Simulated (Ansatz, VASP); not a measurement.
**One calculation of Al2O3, two programs**

File INCAR:

```
SYSTEM = Al2O3
  ALGO = Normal
  EDIFF = 1E-6
  ENCUT = 520
  GGA = CA
  ISIF = 2
  ISMEAR = 0
  LASPH = .TRUE.
  LCHARG = .TRUE.
  LELF = .TRUE.
  LREAL = .FALSE.
  LVHAR = .TRUE.
  LWAVE = .FALSE.
  NBANDS = 35
  NELM = 80
  PREC = Accurate
  SIGMA = 0.05
```

The input KPOINTS:

```
k-points
0
G
  6 4 8
  0 0 0
```

File POSCAR:

```
Al2O3
1.0
    4.7762891407      0.0000000000      0.0000000000
    0.0000000000      9.9560459829      0.0000000000
    0.0000000000      0.0000000000      3.2125549357
Al O
4 6
Direct
    0.4138788494      0.3309999366      0.5000000000
    0.5861211506      0.6690000634      0.5000000000
    0.9138788494      0.1690000634      0.0000000000
    0.0861211506      0.8309999366      0.0000000000
    0.7315554251      0.2226862107      0.5000000000
    0.0000000000      0.0000000000      0.0000000000
    0.7684445749      0.7226862107      0.0000000000
    0.2315554251      0.2773137893      0.0000000000
    0.2684445749      0.7773137893      0.5000000000
    0.5000000000      0.5000000000      0.5000000000
```

Input for Ansatz:

```yaml
crystal:
  lattice:
    - [4.7762891407, 0.0, 0.0]
    - [0.0, 9.9560459829, 0.0]
    - [0.0, 0.0, 3.2125549357]
  atoms:
    - { symbol: Al, position: [0.4138788494, 0.3309999366, 0.5] }
    - { symbol: Al, position: [0.5861211506, 0.6690000634, 0.5] }
    - { symbol: Al, position: [0.9138788494, 0.1690000634, 0.0] }
    - { symbol: Al, position: [0.0861211506, 0.8309999366, 0.0] }
    - { symbol: O, position: [0.7315554251, 0.2226862107, 0.5] }
    - { symbol: O, position: [0.0, 0.0, 0.0] }
    - { symbol: O, position: [0.7684445749, 0.7226862107, 0.0] }
    - { symbol: O, position: [0.2315554251, 0.2773137893, 0.0] }
    - { symbol: O, position: [0.2684445749, 0.7773137893, 0.5] }
    - { symbol: O, position: [0.5, 0.5, 0.5] }
basis:
  ecutwfc: 420
kpoints:
  mp_grid: { grid: [6, 4, 8] }
hamiltonian:
  xc: lda
scf:
  occupations: { method: gaussian, width: 0.05 }
output:
  forces: true
  stress: true
  eigenvalues: true
```

Change from the starting cell: strain +0.040 along x and y, +0.080 along z, atoms carried along.

Alike in both runs: task single point; functional LDA; k mesh 6 × 4 × 8; occupations gaussian, width 0.05 eV; no spin polarisation.

|  | VASP | Ansatz |
| --- | --- | --- |
| version | VASP 6.6.1 | Ansatz 0.2.0 |
| potentials or method | VASP PAW LDA potentials, release 64 (Al, O), cutoff 520 eV | scalar-relativistic, plane waves, PAW |
| valence electrons in the cell | 48 | 48 |

```csv
,VASP,Ansatz,Ansatz less VASP
gap on the k mesh at the Fermi level (eV),2.73,2.74,+0.014
least direct gap on the mesh (eV),2.73,2.74,+0.014
pressure (GPa),-17.5,-17.9,-0.37
"traceless stress, the component that is largest in VASP (GPa)",-4.29,-4.07,+0.228
rms of the force components (eV/Å),0.157,0.166,+0.0088
```

LDA's correlation is that of Perdew and Zunger in VASP and of Perdew and Wang (1992) in Ansatz. Atom by atom the forces differ by 0.022 eV/Å (rms over components).
